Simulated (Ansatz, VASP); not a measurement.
## SiNi in VASP and in Ansatz

```
Si Ni
1.0
     4.10302    0.00000    0.00000
     0.00000    2.71524    0.00000
     0.00000    0.00000    4.18922
Si Ni
2 2
Cartesian
  3.0773 0.0000 2.8780
  1.0258 0.0000 1.3112
  3.0773 1.3576 0.7876
  1.0258 1.3576 3.4016
```

Alike in both runs: task relaxation of cell and atoms; functional PBE; k mesh 4 × 6 × 4; occupations gaussian, width 0.1 eV; no spin polarisation.

```csv
,VASP,Ansatz
version,VASP 6.6.1,Ansatz 0.2.0
potentials or method,"VASP PAW PBE potentials, release 64 (Si, Ni), cutoff 600 eV","scalar-relativistic, plane waves, PAW"
valence electrons in the cell,28,44
```

|  | VASP | Ansatz | Ansatz less VASP |
| --- | --- | --- | --- |
| gap on the k mesh at the Fermi level, each at its own relaxed structure (eV) | none | none | - |
| relaxed volume (Å³/atom) | 11.50 | 11.50 | -0.006 |
| relaxed cell length with the largest relative difference (Å) | 4.051 | 4.045 | -0.0062 |

A gap of «none» marks a metal or a gap that the smearing closes. VASP's potentials hold 28 valence electrons a cell and Ansatz's 44, so a difference there can come from the potentials and not from the codes.

The k mesh is coarse, so the values compare programs but aren't converged.
